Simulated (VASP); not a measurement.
# Ti3Nb (P4/mmm) in VASP: single point with LDA

Aim: the single point of Ti3Nb with LDA.

Program: VASP 6.6.1. These are calculated values, not measurements. Logs are shortened: lines on timing, memory, paths and dates and some standing lists are left out, and cuts for length are marked.

### Step 1. The cell of the first run

The structure is tetragonal, space group P4/mmm (No. 123). The conventional cell has a = 3.828 Å, b = 3.828 Å, c = 4.130 Å, α = 90.00°, β = 90.00°, γ = 90.00°. Ti (site symmetry mmm) has 8 Ti at 2.71 to 2.82 Å and 4 Nb at 2.82 Å within 3.6 Å. Ti (site symmetry 4/mmm) has 4 Nb at 2.71 Å and 8 Ti at 2.82 Å within 3.6 Å. Within 3.6 Å of Nb (site symmetry 4/mmm) lie 12 Ti at 2.71 to 2.82 Å.

### Step 2. Single point, LDA (strain -0.050 along x and y, +0.025 along z)

Input file INCAR:

```
SYSTEM = Ti3Nb
PREC = Accurate
ENCUT = 520
EDIFF = 1E-6
ISMEAR = 0
SIGMA = 0.15
LREAL = .FALSE.
LASPH = .TRUE.
NELM = 100
ALGO = Normal
ISIF = 2
LWAVE = .FALSE.
LCHARG = .FALSE.
GGA = CA
NBANDS = 32
```

Input file KPOINTS:

```
Automatic mesh
0
G
  12 12 12
  0 0 0
```

Input file POSCAR:

```
Ti3Nb
1.0
    3.8281304077      0.0000000000      0.0000000000
    0.0000000000      3.8281304077      0.0000000000
    0.0000000000      0.0000000000      4.1303512294
Ti Nb
3 1
Direct
    0.0000000000      0.5000000000      0.5000000000
    0.5000000000      0.0000000000      0.5000000000
    0.5000000000      0.5000000000      0.0000000000
    0.0000000000      0.0000000000      0.0000000000
```

Potentials or basis: VASP PAW LDA potentials, release 64 (Ti_sv, Nb_sv).

On the command line:

```sh
> cat potpaw_LDA.64/Ti_sv/POTCAR potpaw_LDA.64/Nb_sv/POTCAR > POTCAR
> mpirun -np 1 vasp_std > vasp.out
```

OUTCAR:

```text
SYSTEM = Ti3Nb
   PREC = Accurate
   ENCUT = 520
   EDIFF = 1E-6
   ISMEAR = 0
   LREAL = .FALSE.
   LASPH = .TRUE.
   NELM = 100
   ISIF = 2
   GGA = CA

 ion  position               nearest neighbor table
   1  0.000  0.500  0.500-   2 2.71   2 2.71   2 2.71   2 2.71   4 2.82   3 2.82   4 2.82   4 2.82
                             4 2.82   3 2.82   3 2.82   3 2.82
   2  0.500  0.000  0.500-   1 2.71   1 2.71   1 2.71   1 2.71   4 2.82   3 2.82   3 2.82   3 2.82
                             4 2.82   4 2.82   4 2.82   3 2.82
   3  0.500  0.500  0.000-   4 2.71   4 2.71   4 2.71   4 2.71   2 2.82   2 2.82   2 2.82   2 2.82
                             1 2.82   1 2.82   1 2.82   1 2.82
   4  0.000  0.000  0.000-   3 2.71   3 2.71   3 2.71   3 2.71   2 2.82   1 2.82   2 2.82   1 2.82
                             2 2.82   1 2.82   2 2.82   1 2.82

  LATTYP: Found a simple tetragonal cell.
 ALAT       =     3.8281304077
 C/A-ratio  =     1.0789473684

  Lattice vectors:

 A1 = (   3.8281304077,   0.0000000000,   0.0000000000)
 A2 = (   0.0000000000,   3.8281304077,   0.0000000000)
 A3 = (   0.0000000000,   0.0000000000,   4.1303512294)

Analysis of symmetry for initial positions (statically):
=====================================================================
 Subroutine PRICEL returns:
 Original cell was already a primitive cell.

 Routine SETGRP: Setting up the symmetry group for a
 simple tetragonal supercell.

 Subroutine GETGRP returns: Found 16 space group operations
 (whereof 16 operations were pure point group operations)
 out of a pool of 16 trial point group operations.

The static configuration has the point symmetry D_4h.

Analysis of symmetry for dynamics (positions and initial velocities):
=====================================================================
 Subroutine PRICEL returns:
 Original cell was already a primitive cell.

 Routine SETGRP: Setting up the symmetry group for a
 simple tetragonal supercell.

 Subroutine GETGRP returns: Found 16 space group operations
 (whereof 16 operations were pure point group operations)
 out of a pool of 16 trial point group operations.

The dynamic configuration has the point symmetry D_4h.

 Subroutine INISYM returns: Found 16 space group operations
 (whereof 16 operations are pure point group operations),
 and found     1 'primitive' translations

----------------------------------------------------------------------------------------

                                     Primitive cell

  volume of cell :      60.5286
[... 88 lines left out ...]
   LNONCOLLINEAR =      F non collinear calculations
   LSORBIT =      F    spin-orbit coupling
   LASPH  =      T    aspherical Exc in radial PAW
   ENCUT  =  520.0 eV  38.22 Ry    6.18 a.u.   7.12  7.12  7.68*2*pi/ulx,y,z
   NELM   =    100;   NELMIN=  2; NELMDL= -5     # of ELM steps
   EDIFF  = 0.1E-05   stopping-criterion for ELM
   LREAL  =      F    real-space projection
   EDIFFG = 0.1E-04   stopping-criterion for IOM
   NSW    =      0    number of steps for IOM
   IBRION =     -1    ionic relax: 0-MD 1-quasi-New 2-CG
   NFREE  =      0    steps in history (QN), initial steepest desc. (CG)
   ISIF   =      2    stress and relaxation
   ISYM   =      2    0-nonsym 1-usesym 2-fastsym
   POTIM  = 0.5000    time-step for ionic-motion
   TEBEG  =    0.0;   TEEND  =   0.0 temperature during run
   PSTRESS=    0.0 pullay stress
   NELECT =      49.0000    total number of electrons
   NUPDOWN=      -1.0000    fix difference up-down
   EMIN   =  10.00;   EMAX   =-10.00  energy-range for DOS
   EFERMI =   0.00;   METHOD = LEGACY
   ISMEAR =     0;   SIGMA  =   0.15  broadening in eV -4-tet -1-fermi 0-gaus
   EFERMI_NEDOS =   21; number of points for ismear=-14 and -15
   IALGO  =     38    algorithm
   IMIX   =      4    mixing-type and parameters
     AMIX     =   0.40;   BMIX     =  1.00
     AMIX_MAG =   1.60;   BMIX_MAG =  1.00
  volume/ion in A,a.u.               =      15.13       102.12
  Fermi-wavevector in a.u.,A,eV,Ry     =   1.525762  2.883272 31.673667  2.327949
  Thomas-Fermi vector in A             =   2.633888
   LORBIT       =      0    0 simple, 1 ext, 2 COOP (PROOUT), +10 PAW based schemes
   GGA     = CA    functional components
   LHFCALC =     F    Hartree Fock is set to
   AEXX    =    0.0000 exact exchange contribution
   IVDW    =     0    specifies the selected vdW correction
   LEPSILON=     F    determine dielectric tensor
   LRPA    =     F    only Hartree local field effects (RPA)
 non-spin polarized calculation
 Gauss-broadening in eV      SIGMA  =   0.15
  energy-cutoff  :      520.00
  volume of cell :       60.53
 maximum number of plane-waves:      1664
   NGX = 15   NGY = 15   NGZ = 15

 number of electron      49.0000023 magnetization

 Free energy of the ion-electron system (eV)
  ---------------------------------------------------
  ext. energy  EPLUGINS =         0.00000000
  ---------------------------------------------------
  free energy    TOTEN  =       -36.44036424 eV

  energy without entropy =      -36.37800094  energy(sigma->0) =      -36.40918259

 E-fermi :  10.6309     XC(G=0): -12.7670

 val. band max:       10.6274136516   @ k =   0.5000   0.0000   0.4167
 cond. band min:      10.6313879324   @ k =   0.5000   0.5000   0.3333
 fundamental gap:      0.0039742808
 Fermi energy:        10.6308592365

 k-point     1 :       0.0000    0.0000    0.0000
  band No.  band energies     occupation
      1     -45.1672      2.00000
      2     -44.9284      2.00000
      3     -44.9112      2.00000
      4     -43.1527      2.00000
      5     -22.1487      2.00000
      6     -22.1487      2.00000
[... 829 lines left out ...]
     31      12.8878      0.00000
     32      12.9784      0.00000

 [... further k-points ...]
[... 5 lines left out ...]
  --------------------------------------------------------------------------------------
  -------------------------------------------------------------------------------------
  Total        4.1310861      4.1310861      5.0808030      0.0000000      0.0000000      0.0000000
  in kB      109.3488953    109.3488953    134.4876805      0.0000000      0.0000000      0.0000000
  external PRESSURE =     117.7284904 kB  Pullay stress =       0.0000000 kB

 VOLUME and BASIS-vectors are now :
 -----------------------------------------------------------------------------
  energy-cutoff  :      520.00
  volume of cell :       60.53
      direct lattice vectors                 reciprocal lattice vectors
     3.828130408  0.000000000  0.000000000     0.261224121  0.000000000  0.000000000
     0.000000000  3.828130408  0.000000000     0.000000000  0.261224121  0.000000000
     0.000000000  0.000000000  4.130351229     0.000000000  0.000000000  0.242110161

 POSITION                                       TOTAL-FORCE (eV/Angst)
 -----------------------------------------------------------------------------------
      0.00000      1.91407      2.06518         0.000000      0.000000      0.000000
      1.91407      0.00000      2.06518         0.000000      0.000000      0.000000
      1.91407      1.91407      0.00000         0.000000      0.000000      0.000000
      0.00000      0.00000      0.00000         0.000000      0.000000      0.000000
 -----------------------------------------------------------------------------------
    total drift:                                0.000000      0.000000      0.000000

  FREE ENERGIE OF THE ION-ELECTRON SYSTEM (eV)
  ---------------------------------------------------
  free  energy   TOTEN  =       -36.4403642375 eV

  energy  without entropy=      -36.3780009394  energy(sigma->0) =      -36.40918259
```

OSZICAR:

```text
N       E                     dE             d eps       ncg     rms          rms(c)
DAV:   1     0.693283746992E+03    0.69328E+03   -0.24449E+04 12544   0.189E+03
DAV:   2     0.485216819555E+02   -0.64476E+03   -0.62868E+03 12880   0.623E+02
DAV:   3    -0.313892712990E+02   -0.79911E+02   -0.75479E+02 21320   0.185E+02
DAV:   4    -0.391849393406E+02   -0.77957E+01   -0.75775E+01 19320   0.571E+01
DAV:   5    -0.396825963516E+02   -0.49766E+00   -0.49577E+00 20256   0.134E+01    0.192E+01
DAV:   6    -0.374094939639E+02    0.22731E+01   -0.23977E+01 18472   0.464E+01    0.820E+00
DAV:   7    -0.366537746296E+02    0.75572E+00   -0.10219E+01 20032   0.230E+01    0.577E+00
DAV:   8    -0.366000150008E+02    0.53760E-01   -0.39592E+00 17280   0.161E+01    0.432E+00
DAV:   9    -0.364051924908E+02    0.19482E+00   -0.98437E-01 18032   0.802E+00    0.195E+00
DAV:  10    -0.364398893040E+02   -0.34697E-01   -0.16753E-01 16160   0.322E+00    0.440E-01
DAV:  11    -0.364400119939E+02   -0.12269E-03   -0.31670E-02 20056   0.167E+00    0.232E-01
DAV:  12    -0.364404503879E+02   -0.43839E-03   -0.17726E-03 17136   0.387E-01    0.982E-02
DAV:  13    -0.364403621763E+02    0.88212E-04   -0.35646E-04 19152   0.198E-01    0.310E-02
DAV:  14    -0.364403664743E+02   -0.42980E-05   -0.60360E-05 16664   0.836E-02    0.181E-02
DAV:  15    -0.364403640780E+02    0.23963E-05   -0.19209E-05 18416   0.487E-02    0.508E-03
DAV:  16    -0.364403642375E+02   -0.15952E-06   -0.20145E-06 11008   0.171E-02
   1 F= -.36440364E+02 E0= -.36409183E+02  d E =-.623633E-01
```

stdout:

```text
POSCAR found type information on POSCAR TiNb
 POSCAR found :  2 types and       4 ions
 scaLAPACK will be used
 LDA part: xc-table for (Slater(with rela. corr.)+CA(PZ))
 , standard interpolation
 POSCAR, INCAR and KPOINTS ok, starting setup
 FFT: planning ... GRIDC
 FFT: planning ... GRID_SOFT
 FFT: planning ... GRID
 WAVECAR not read
 entering main loop
```

It took 6 min on 1 thread of Intel Xeon Platinum 8259CL at 2.50GHz (Skylake/Cascade Lake), shared host; peak memory 0.39 GiB.

Results:

```yaml
Free_energy: -36.4404 eV
Pressure: 11.8 GPa
```

Stress tensor (GPa, compression positive):
```
10.93  0.00  0.00
 0.00 10.93  0.00
 0.00  0.00 13.45
```

Caveat: the cell differs from its parent crystal (strain -0.050 along x and y, +0.025 along z).
